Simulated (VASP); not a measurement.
Here is a VASP 6.6.1 calculation.

The input INCAR:

```
SYSTEM = BiSb2Se
PREC = Accurate
ENCUT = 520
EDIFF = 1E-6
ISMEAR = 0
SIGMA = 0.1
LREAL = .FALSE.
LASPH = .TRUE.
NELM = 60
ALGO = Normal
ISIF = 2
LWAVE = .FALSE.
LCHARG = .FALSE.
GGA = PE
NBANDS = 24
```

KPOINTS

```
Automatic mesh
0
G
  4 4 4
  0 0 0
```

The input POSCAR:

```
BiSb2Se
1.0
    4.8053349800      0.0000000000      0.0000000000
    0.0000000000      4.8053349800      0.0000000000
    0.0000000000      0.0000000000      4.8195899600
Sb Bi Se
2 1 1
Direct
    0.5000000000      0.0000000000      0.5000000000
    0.0000000000      0.5000000000      0.5000000000
    0.0000000000      0.0000000000      0.0000000000
    0.5000000000      0.5000000000      0.0000000000
```

Potentials or basis: VASP PAW PBE potentials, release 64 (Sb, Bi_d, Se).

Run with:

```bash
$ cat potpaw_PBE.64/Sb/POTCAR potpaw_PBE.64/Bi_d/POTCAR potpaw_PBE.64/Se/POTCAR > POTCAR
$ mpirun -np 1 vasp_std > vasp.out
```

Predict the pressure.

-1.8 GPa.

Predict the band gap on the k mesh.

zero (an odd number of electrons rules out a gap without spin polarisation).

Stress tensor (GPa, compression positive):
```
-2.31  0.00  0.00
 0.00 -2.31  0.00
 0.00  0.00 -0.74
```

Caveat: spin-orbit coupling is left out, which moves the levels of the heavy elements.
